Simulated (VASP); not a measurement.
KF, 2 atoms in the cell. The structure is cubic, space group Fm-3m (No. 225). Conventional cell: a = 5.280 Å, b = 5.280 Å, c = 5.280 Å, α = 90.00°, β = 90.00°, γ = 90.00°. Within 3.5 Å of K (site symmetry m-3m) lie 6 F at 2.64 Å. Within 3.5 Å of F (site symmetry m-3m) lie 6 K at 2.64 Å. 

```yaml
Program: VASP 6.6.1
Task: single point
Functional: r2SCAN
Dispersion: rVV10
Potentials_or_basis: VASP PAW PBE potentials, release 64 (K_sv, F)
Cutoff: 660 eV
k_mesh: 8 × 8 × 8
Occupations: gaussian, width 0.01 eV
Spin: no spin polarisation
Dipole_correction: no
Further_INCAR_settings: ALGO = Normal; EDIFF = 1e-06; NBANDS = 15
```

Potentials or basis: VASP PAW PBE potentials, release 64 (K_sv, F).

Run with:

```bash
$ cat potpaw_PBE.64/K_sv/POTCAR potpaw_PBE.64/F/POTCAR > POTCAR
$ cp INCAR.step1 INCAR
$ mpirun -np 1 vasp_std > vasp.out
$ cp INCAR.step2 INCAR
$ mpirun -np 1 vasp_std > vasp.out
```

Hardware: 1 thread of AMD EPYC 7R43 64-Core Processor (Zen 3) (shared host).

Q: How long does it take, and how much memory?

A: Run time: 3.3 min on 1 thread of AMD EPYC 7R43 64-Core Processor (Zen 3), with other jobs on the host, peak memory 0.29 GiB. Counts: k points 29.
